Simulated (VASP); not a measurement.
Input of a VASP 6.6.1 run:

File INCAR:

```
  ALGO = Normal
  EDIFF = 1E-8
  ENCUT = 520
  ISIF = 2
  ISMEAR = -1
  LASPH = T
  LCHARG = F
  LEFG = T
  LREAL = F
  LWAVE = F
  NBANDS = 30
  NELM = 80
  PREC = Accurate
  SIGMA = 0.03
```

The input KPOINTS:

```
k-points
0
Gamma
  9 9 9
```

Contents of POSCAR:

```
Pt3Pb
1.0
    4.0444279923      0.0000000000      0.0000000000
    0.0000000000      4.0444279923      0.0000000000
    0.0000000000      0.0000000000      4.0444279923
Pt Pb
3 1
Direct
    0.0000000000      0.5000000000      0.5000000000
    0.5000000000      0.0000000000      0.5000000000
    0.5000000000      0.5000000000      0.0000000000
    0.0000000000      0.0000000000      0.0000000000
```

Potentials or basis: VASP PAW LDA potentials, release 64 (Pt, Pb_d).

Launch:

```console
$ cat potpaw_LDA.64/Pt/POTCAR potpaw_LDA.64/Pb_d/POTCAR > POTCAR
$ mpirun -np 1 vasp_std > vasp.out
```

(1) Predict the band gap on the k mesh.

(2) Estimate the pressure.

Results:

(1) zero (band 22 reaches 11.49 eV, above the bottom of band 23 at 11.11 eV).

(2) -0.1 GPa.

Caveat: without QUAD_EFG the Cq values of the log hold for a quadrupole moment of 1 mb, not for the nuclei; spin-orbit coupling is left out, which moves the levels of the heavy elements.
